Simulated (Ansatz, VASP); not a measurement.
BaS in VASP and in Ansatz

```
Ba S
1.0
     0.00000    3.57748    3.40392
     3.57748    0.00000    3.40392
     3.57748    3.57748    0.00000
Ba S
1 1
Direct
  0.00000 0.00000 0.00000
  0.25000 0.25000 0.25000
```

Change from the starting cell: epitaxial_xy strain +1.7%.

Alike in both runs: task single point; functional HSE06; k mesh 4 × 4 × 4; no spin polarisation.

|  | VASP | Ansatz |
| --- | --- | --- |
| version | VASP 6.6.1 | Ansatz 0.2.0 |
| potentials or method | VASP PAW PBE potentials, release 64 (Ba_sv, S) | plane waves, PAW |
| plane-wave cutoff (eV) | 520 | 420 |
| occupations | gaussian, width 0.01 eV | fixed |
| valence electrons in the cell | 16 | 16 |

|  | VASP | Ansatz | Ansatz less VASP |
| --- | --- | --- | --- |
| gap on the k mesh at the Fermi level (eV) | 3.60 | 3.60 | -0.002 |
| pressure (GPa) | 0.1 | -0.3 | -0.38 |
| traceless stress, the component that is largest in VASP (GPa) | 0.08 | 0.09 | +0.017 |

Ansatz's warnings: stress exchange threshold loose, stress scf threshold loose.

Neither program's run includes spin-orbit coupling.
